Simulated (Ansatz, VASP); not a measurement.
# SiO2 in VASP and in Ansatz

POSCAR

```
SiO2
1.0
    0.0000000000      2.2320179101      2.2320179101
    2.2320179101      0.0000000000      2.2320179101
    2.2320179101      2.2320179101      0.0000000000
Si O
1 2
Direct
    0.0000000000      0.0000000000      0.0000000000
    0.2500000000      0.2500000000      0.2500000000
    0.7500000000      0.7500000000      0.7500000000
```

INCAR.step1

```
SYSTEM = SiO2
PREC = Accurate
ENCUT = 520
EDIFF = 1E-5
ISMEAR = 0
SIGMA = 0.01
LREAL = .False.
LASPH = .True.
NELM = 80
ALGO = Normal
ISIF = 2
LWAVE = .True.
LCHARG = .False.
GGA = PE
NBANDS = 15
```

The input INCAR.step2:

```
SYSTEM = SiO2
PREC = Accurate
ENCUT = 520
EDIFF = 1E-7
ISMEAR = 0
SIGMA = 0.01
LREAL = .False.
LASPH = .True.
NELM = 80
ALGO = Normal
ISIF = 2
LWAVE = .False.
LCHARG = .False.
GGA = PE
LHFCALC = .True.
HFSCREEN = 0.2079
PRECFOCK = Normal
ISTART = 1
NBANDS = 15
```

KPOINTS

```
Automatic mesh
0
Gamma
  6 6 6
  0 0 0
```

Input for Ansatz:

```yaml
crystal:
  lattice:
    - [0.0, 2.2320179101, 2.2320179101]
    - [2.2320179101, 0.0, 2.2320179101]
    - [2.2320179101, 2.2320179101, 0.0]
  atoms:
    - { symbol: Si, position: [0.0, 0.0, 0.0] }
    - { symbol: O, position: [0.25, 0.25, 0.25] }
    - { symbol: O, position: [0.75, 0.75, 0.75] }
kpoints:
  mp_grid: { grid: [6, 6, 6] }
  band_path:
    path:
      - [0.0, 0.0, 0.0]
      - [0.5, 0.0, 0.5]
      - [0.625, 0.25, 0.625]
      - [0.375, 0.375, 0.75]
      - [0.5, 0.5, 0.5]
      - [0.5, 0.25, 0.75]
      - [0.0, 0.5, 0.5]
    npoints: 1
hamiltonian:
  xc: hse06
scf:
  occupations: { method: fixed }
  n_extra_bands: 4
output:
  forces: true
  stress: true
  eigenvalues: true
```

Change from the starting cell: hydrostatic strain -1.4%.

Alike in both runs: task single point; functional HSE06; k mesh 6 × 6 × 6; no spin polarisation.

|  | VASP | Ansatz |
| --- | --- | --- |
| version | VASP 6.6.1 | Ansatz 0.2.0 |
| potentials or method | VASP PAW PBE potentials, release 64 (Si, O) | plane waves, PAW |
| plane-wave cutoff (eV) | 520 | 420 |
| occupations | gaussian, width 0.01 eV | fixed |
| valence electrons in the cell | 16 | 16 |

VASP gave:

| Item | Value |
| --- | --- |
| gap on the k mesh at the Fermi level (eV) | 3.63 |
| pressure (GPa) | 10.5 |

Estimate Ansatz's values.

gap on the k mesh at the Fermi level (eV): 3.66; pressure (GPa): 10.2.

Ansatz's warnings: stress exchange threshold loose, stress scf threshold loose.
